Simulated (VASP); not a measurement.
# GaSb (F-43m) in VASP: notebook

Aim: see how the results for GaSb move with the level of theory and the settings. Levels: r2SCAN, PBE-based screened hybrid with 25 % exact exchange. Tasks: relaxation of cell and atoms, single point.

Program: VASP 6.6.1. These are calculated values, not measurements. Logs are shortened: lines on timing, memory, paths and dates and some standing lists are left out, and cuts for length are marked.

## (1) The cell of the first run

It takes space group F-43m (No. 216, cubic). Conventional cell: a = 6.118 Å, b = 6.118 Å, c = 6.118 Å, α = 90.00°, β = 90.00°, γ = 90.00°. Sb (site symmetry -43m) has 4 Ga at 2.65 Å within 3.5 Å. Ga (site symmetry -43m) has 4 Sb at 2.65 Å within 3.5 Å.

## (2) Relaxation of cell and atoms, r2SCAN

Input file POSCAR:

```
GaSb
1.0
    0.0000000000      3.0590000000      3.0590000000
    3.0590000000      0.0000000000      3.0590000000
    3.0590000000      3.0590000000      0.0000000000
Sb Ga
1 1
Direct
    0.7500000000      0.7500000000      0.7500000000
    0.0000000000      0.0000000000      0.0000000000
```

Input file INCAR.step1:

```
ALGO = Normal ; EDIFF = 1E-4
ENCUT = 600 ; GGA = PE
ISMEAR = -1 ; LASPH = True
LCHARG = False ; LREAL = False
LWAVE = True ; NELM = 100
PREC = Accurate ; SIGMA = 0.05
```

Input file INCAR.step2:

```
ALGO = Normal ; EDIFF = 1E-6
EDIFFG = -0.01 ; ENCUT = 600
IBRION = 2 ; ISIF = 3
ISMEAR = -1 ; ISTART = 1
LASPH = True ; LCHARG = False
LMIXTAU = True ; LREAL = False
LWAVE = False ; METAGGA = R2SCAN
NELM = 100 ; NSW = 60
PREC = Accurate ; SIGMA = 0.05
```

Input file KPOINTS:

```
k-points
0
Gamma
  8 8 8
```

Potentials or basis: VASP PAW PBE potentials, release 64 (Sb, Ga_d).

Launch:

```
> cat potpaw_PBE.64/Sb/POTCAR potpaw_PBE.64/Ga_d/POTCAR > POTCAR
> cp INCAR.step1 INCAR
> mpirun -np 1 vasp_std > vasp.out
> cp INCAR.step2 INCAR
> mpirun -np 1 vasp_std > vasp.out
```

OUTCAR:

```text
EDIFF = 1E-6
   EDIFFG = -0.01
   ENCUT = 600
   IBRION = 2
   ISIF = 3
   ISMEAR = -1
   ISTART = 1
   LASPH = True
   LREAL = False
   METAGGA = R2SCAN
   NELM = 100
   NSW = 60
   PREC = Accurate

 ion  position               nearest neighbor table
   1  0.750  0.750  0.750-   2 2.65   2 2.65   2 2.65   2 2.65
   2  0.000  0.000  0.000-   1 2.65   1 2.65   1 2.65   1 2.65

  LATTYP: Found a face centered cubic cell.
 ALAT       =     6.1180000000

  Lattice vectors:

 A1 = (   0.0000000000,   3.0590000000,   3.0590000000)
 A2 = (   3.0590000000,   0.0000000000,   3.0590000000)
 A3 = (   3.0590000000,   3.0590000000,   0.0000000000)

Analysis of symmetry for initial positions (statically):
=====================================================================
 Subroutine PRICEL returns:
 Original cell was already a primitive cell.

 Routine SETGRP: Setting up the symmetry group for a
 face centered cubic supercell.

 Subroutine GETGRP returns: Found 24 space group operations
 (whereof 24 operations were pure point group operations)
 out of a pool of 48 trial point group operations.

The static configuration has the point symmetry T_d .

Analysis of symmetry for dynamics (positions and initial velocities):
=====================================================================
 Subroutine PRICEL returns:
 Original cell was already a primitive cell.

 Routine SETGRP: Setting up the symmetry group for a
 face centered cubic supercell.

 Subroutine GETGRP returns: Found 24 space group operations
 (whereof 24 operations were pure point group operations)
 out of a pool of 48 trial point group operations.

The dynamic configuration has the point symmetry T_d .

 Subroutine INISYM returns: Found 24 space group operations
 (whereof 24 operations are pure point group operations),
 and found     1 'primitive' translations

----------------------------------------------------------------------------------------

                                     Primitive cell

  volume of cell :      57.2491

  direct lattice vectors                    reciprocal lattice vectors
     0.000000000  3.059000000  3.059000000    -0.163452109  0.163452109  0.163452109
     3.059000000  0.000000000  3.059000000     0.163452109 -0.163452109  0.163452109
     3.059000000  3.059000000  0.000000000     0.163452109  0.163452109 -0.163452109

  length of vectors
     4.326079287  4.326079287  4.326079287     0.283107357  0.283107357  0.283107357

  position of ions in fractional coordinates (direct lattice)
     0.750000000  0.750000000  0.750000000
     0.000000000  0.000000000  0.000000000

  ion indices of the primitive-cell ions
   primitive index   ion index
                 1           1
                 2           2

----------------------------------------------------------------------------------------

 KPOINTS: k-points

Automatic generation of k-mesh.
 Grid dimensions read from file:
 generate k-points for:    8    8    8

 Generating k-lattice:

  Cartesian coordinates                     Fractional coordinates (reciprocal lattice)
    -0.020431514  0.020431514  0.020431514     0.125000000  0.000000000  0.000000000
     0.020431514 -0.020431514  0.020431514     0.000000000  0.125000000  0.000000000
     0.020431514  0.020431514 -0.020431514     0.000000000  0.000000000  0.125000000

  Length of vectors
     0.035388420  0.035388420  0.035388420

  Shift w.r.t. Gamma in fractional coordinates (k-lattice)
     0.000000000  0.000000000  0.000000000

 Subroutine IBZKPT returns following result:
 ===========================================

 Found     29 irreducible k-points:

 Following reciprocal coordinates:
            Coordinates               Weight
  0.000000  0.000000  0.000000      1.000000
  0.125000  0.000000  0.000000      8.000000
  0.250000  0.000000  0.000000      8.000000
  0.375000  0.000000  0.000000      8.000000
  0.500000  0.000000  0.000000      4.000000
  0.125000  0.125000  0.000000      6.000000
[... 16 lines left out ...]
  0.500000  0.250000  0.125000     48.000000
 -0.375000  0.250000  0.125000     24.000000
 [... further k-points ...]
   k-points           NKPTS =     29   k-points in BZ     NKDIM =     29   number of bands    NBANDS=     13
   number of dos      NEDOS =    301   number of ions     NIONS =      2
   total plane-waves  NPLWV =  46656
   dimension x,y,z NGX =    36 NGY =   36 NGZ =   36
   dimension x,y,z NGXF=    72 NGYF=   72 NGZF=   72
   ions per type =               1   1
   NGX,Y,Z   is equivalent  to a cutoff of  13.83, 13.83, 13.83 a.u.
   NGXF,Y,Z  is equivalent  to a cutoff of  27.67, 27.67, 27.67 a.u.
 SYSTEM =  unknown system
   PREC   = accura    normal or accurate (medium, high low for compatibility)
   ISTART =      1    job   : 0-new  1-cont  2-samecut
   ICHARG =      0    charge: 1-file 2-atom 10-const
   ISPIN  =      1    spin polarized calculation?
   LNONCOLLINEAR =      F non collinear calculations
   LSORBIT =      F    spin-orbit coupling
   LASPH  =      T    aspherical Exc in radial PAW
   ENCUT  =  600.0 eV  44.10 Ry    6.64 a.u.   8.64  8.64  8.64*2*pi/ulx,y,z
   NELM   =    100;   NELMIN=  2; NELMDL=  0     # of ELM steps
   EDIFF  = 0.1E-05   stopping-criterion for ELM
   LREAL  =      F    real-space projection
   EDIFFG = -.1E-01   stopping-criterion for IOM
   NSW    =     60    number of steps for IOM
   IBRION =      2    ionic relax: 0-MD 1-quasi-New 2-CG
   NFREE  =      1    steps in history (QN), initial steepest desc. (CG)
   ISIF   =      3    stress and relaxation
   ISYM   =      2    0-nonsym 1-usesym 2-fastsym
   POTIM  = 0.5000    time-step for ionic-motion
   TEBEG  =    0.0;   TEEND  =   0.0 temperature during run
   PSTRESS=    0.0 pullay stress
   NELECT =      18.0000    total number of electrons
   NUPDOWN=      -1.0000    fix difference up-down
   EMIN   =  10.00;   EMAX   =-10.00  energy-range for DOS
   EFERMI =   0.00;   METHOD = LEGACY
   ISMEAR =    -1;   SIGMA  =   0.05  broadening in eV -4-tet -1-fermi 0-gaus
   EFERMI_NEDOS =   21; number of points for ismear=-14 and -15
   IALGO  =     38    algorithm
   IMIX   =      4    mixing-type and parameters
     AMIX     =   0.40;   BMIX     =  1.00
     AMIX_MAG =   1.60;   BMIX_MAG =  1.00
  volume/ion in A,a.u.               =      28.62       193.17
  Fermi-wavevector in a.u.,A,eV,Ry     =   1.113208  2.103657 16.860766  1.239231
  Thomas-Fermi vector in A             =   2.249790
   LORBIT       =      0    0 simple, 1 ext, 2 COOP (PROOUT), +10 PAW based schemes
   METAGGA = R2SCAN    functional components
   LHFCALC =     F    Hartree Fock is set to
   AEXX    =    0.0000 exact exchange contribution
   IVDW    =     0    specifies the selected vdW correction
   LEPSILON=     F    determine dielectric tensor
   LRPA    =     F    only Hartree local field effects (RPA)
 conjugate gradient relaxation of ions
 non-spin polarized calculation
  energy-cutoff  :      600.00
  volume of cell :       57.25
 maximum number of plane-waves:      1926
   NGX = 17   NGY = 17   NGZ = 17

--------------------------------------- Ionic step        1  -------------------------------------------

 number of electron      18.0000006 magnetization

 Free energy of the ion-electron system (eV)
  ---------------------------------------------------
  ext. energy  EPLUGINS =         0.00000000
  ---------------------------------------------------
  free energy    TOTEN  =       -37.60088708 eV

  energy without entropy =      -37.60084270  energy(sigma->0) =      -37.60086489

------------------------ aborting loop because EDIFF is reached ----------------------------------------

  FORCE on cell =-STRESS in cart. coord.  units (eV):
  Direction    XX          YY          ZZ          XY          YZ          ZX
  --------------------------------------------------------------------------------------
  -------------------------------------------------------------------------------------
  Total        0.1495393      0.1495393      0.1495393     -0.0000000     -0.0000000      0.0000000
  in kB        4.1850186      4.1850186      4.1850186     -0.0000000     -0.0000000      0.0000000
  external PRESSURE =       4.1850186 kB  Pullay stress =       0.0000000 kB
[... 21 lines left out ...]
  energy  without entropy=      -37.6008427040  energy(sigma->0) =      -37.60086489

--------------------------------------- Ionic step        2  -------------------------------------------

 number of electron      18.0000002 magnetization

 E-fermi :   4.7875     XC(G=0):  -9.6710

 val. band max:        4.5750551248   @ k =   0.0000   0.0000   0.0000
 cond. band min:       4.9424353970   @ k =   0.0000   0.0000   0.0000
 fundamental gap:      0.3673802722
 Fermi energy:         4.7875092423

 k-point     1 :       0.0000    0.0000    0.0000
  band No.  band energies     occupation
      1     -10.9046      2.00000
      2     -10.9046      2.00000
      3     -10.9046      2.00000
      4     -10.8496      2.00000
      5     -10.8496      2.00000
      6      -7.2793      2.00000
      7       4.5750      1.97187
      8       4.5751      1.97185
      9       4.5751      1.97185
     10       4.9424      0.08634
     11       7.5588      0.00000
     12       7.5589      0.00000
     13       7.5589      0.00000
[... 401 lines left out ...]
  energy  without entropy=      -37.6012654245  energy(sigma->0) =      -37.60130680

--------------------------------------- Ionic step        3  -------------------------------------------

 number of electron      18.0000003 magnetization

 Free energy of the ion-electron system (eV)
  ---------------------------------------------------
  ext. energy  EPLUGINS =         0.00000000
  ---------------------------------------------------
  free energy    TOTEN  =       -37.60145024 eV

  energy without entropy =      -37.60138129  energy(sigma->0) =      -37.60141576

 E-fermi :   4.8320     XC(G=0):  -9.6858

 val. band max:        4.6077817054   @ k =   0.0000   0.0000   0.0000
 cond. band min:       4.9993146981   @ k =   0.0000   0.0000   0.0000
 fundamental gap:      0.3915329928
 Fermi energy:         4.8319753134

 k-point     1 :       0.0000    0.0000    0.0000
  band No.  band energies     occupation
      1     -10.8778      2.00000
      2     -10.8778      2.00000
      3     -10.8778      2.00000
      4     -10.8222      2.00000
      5     -10.8222      2.00000
      6      -7.2694      2.00000
      7       4.6077      1.97769
      8       4.6078      1.97767
      9       4.6078      1.97767
     10       4.9993      0.06800
     11       7.5904      0.00000
     12       7.5905      0.00000
     13       7.5905      0.00000
[... 397 lines left out ...]
  FREE ENERGIE OF THE ION-ELECTRON SYSTEM (eV)
  ---------------------------------------------------
  free  energy   TOTEN  =       -37.6014502377 eV

  energy  without entropy=      -37.6013812919  energy(sigma->0) =      -37.60141576

 reached required accuracy - stopping structural energy minimisation
```

It took 5.3 min on 1 thread of Intel Xeon 8259CL, shared host; peak memory 0.24 GiB.

What came out:

| Property | Result |
| --- | --- |
| Free energy | -37.6015 eV |
| Relaxed volume | 28.84 Å³/atom |
| Relaxed cell | a = 4.337 Å, b = 4.337 Å, c = 4.337 Å, α = 60.00°, β = 60.00°, γ = 60.00° |
| Space group after relaxing (to 0.1 Å) | F-43m (No. 216) |
| Energy gained by relaxing | 0.3 meV/atom |
| Ionic steps | 3 |
| Pressure after relaxing | 0.0 GPa |
| Band gap on the k mesh | 0.39 eV |

The path:
| step | energy change (eV) | largest force (eV/Å) | pressure (GPa) | volume (Å³) |
| --- | --- | --- | --- | --- |
| 1 | 0.0000 | 0.0000 | 0.42 | 57.25 |
| 2 | -0.0005 | 0.0000 | -0.14 | 57.87 |
| 3 | -0.0006 | 0.0000 | 0.01 | 57.69 |

Final structure:
```
CELL_PARAMETERS angstrom
0.00000 3.06677 3.06677
3.06677 0.00000 3.06677
3.06677 3.06677 0.00000
ATOMIC_POSITIONS crystal
Sb 0.75000 0.75000 0.75000
Ga 0.00000 0.00000 0.00000
```

Caveat: the PAW data sets were made with another functional, which shifts forces and pressure a little; spin-orbit coupling is left out, which moves the levels of the heavy elements.

[end of part 1 of 2]
